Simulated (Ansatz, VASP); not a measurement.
**One calculation of HgTe, two programs**

```
Hg Te
1.0
     0.00000    3.34994    3.34994
     3.34994    0.00000    3.34994
     3.34994    3.34994    0.00000
Hg Te
1 1
Direct
  0.00000 0.00000 0.00000
  0.25000 0.25000 0.25000
```

Alike in both runs: task single point; functional r2SCAN; k mesh 12 × 12 × 12; occupations gaussian, width 0.1 eV; no spin polarisation.

```csv
,VASP,Ansatz
version,VASP 6.6.1,Ansatz 0.2.0
potentials or method,"VASP PAW PBE potentials, release 64 (Hg, Te), cutoff 520 eV","scalar-relativistic, plane waves, PAW"
valence electrons in the cell,18,36
```

VASP gave:

```
gap on the k mesh at the Fermi level (eV) : none
pressure (GPa)                            : -1.9
```

Problem. What did Ansatz give for the same quantities?

Solution. gap on the k mesh at the Fermi level (eV): none; pressure (GPa): -2.0.

VASP's potentials were made for PBE, not for r2SCAN. A gap of «none» marks a metal or a gap that the smearing closes. VASP's potentials hold 18 valence electrons a cell and Ansatz's 36, so a difference there can come from the potentials and not from the codes.

Spin-orbit coupling is off throughout.
